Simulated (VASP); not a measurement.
Wanted: the native input for a VASP 6.6.1 run.

```
Task                   : single point
Functional             : r2SCAN
Potentials or basis    : VASP PAW PBE potentials, release 64 (W_sv, S)
Cutoff                 : 520 eV
k mesh                 : 12 × 12 × 2
Occupations            : gaussian, width 0.05 eV
Spin                   : no spin polarisation
Dipole correction      : no
Further INCAR settings : ALGO = Normal; EDIFF = 1e-06; NBANDS = 20
```

The system is WS2, a slab with vacuum.

```
W S
1.0
     3.13216    0.00000    0.00000
    -1.56608    2.71253    0.00000
     0.00000    0.00000   17.51099
W S
1 2
Direct
  0.33333 0.66667 0.00000
  0.66667 0.33333 0.90800
  0.66667 0.33333 0.09200
```

This cell differs from its parent crystal: ratio of the length along z to the lengths across it x 1.05, volume and fractional coordinates fixed.

These files were run (other wordings do the same):

POSCAR

```
WS2
1.0
    3.1321603367      0.0000000000      0.0000000000
   -1.5660801683      2.7125304203      0.0000000000
    0.0000000000      0.0000000000     17.5109903387
W S
1 2
Direct
    0.3333333333      0.6666666667      0.0000000000
    0.6666666667      0.3333333333      0.9079994900
    0.6666666667      0.3333333333      0.0920005100
```

INCAR.step1

```
ALGO = Normal
EDIFF = 1E-4
ENCUT = 520
GGA = PE
ISMEAR = 0
LASPH = True
LCHARG = False
LREAL = False
LWAVE = True
NBANDS = 20
NELM = 60
PREC = Accurate
SIGMA = 0.05
```

INCAR.step2

```
ALGO = Normal
EDIFF = 1E-6
ENCUT = 520
ISIF = 2
ISMEAR = 0
ISTART = 1
LASPH = True
LCHARG = False
LMIXTAU = True
LREAL = False
LWAVE = False
METAGGA = R2SCAN
NBANDS = 20
NELM = 60
PREC = Accurate
SIGMA = 0.05
```

KPOINTS

```
k-points
0
Gamma
  12 12 2
```

Potentials or basis: VASP PAW PBE potentials, release 64 (W_sv, S).

Run with:

```console
$ cat potpaw_PBE.64/W_sv/POTCAR potpaw_PBE.64/S/POTCAR > POTCAR
$ cp INCAR.step1 INCAR
$ mpirun -np 1 vasp_std > vasp.out
$ cp INCAR.step2 INCAR
$ mpirun -np 1 vasp_std > vasp.out
```

It gave:

| Item | Value |
| --- | --- |
| Largest force | 0.682 eV/Å |
| Band gap on the k mesh | 2.01 eV (least direct gap 2.25 eV) |

Caveat: there is no dipole correction, which matters where the two faces differ; the PAW data sets were made with another functional, which shifts forces and pressure a little; spin-orbit coupling is left out, which moves the levels of the heavy elements.

It took 5.5 min on 1 thread of Intel(R) Xeon(R) Platinum 8375C CPU @ 2.90GHz (Ice Lake), with other jobs on the host, peak memory 0.36 GiB.
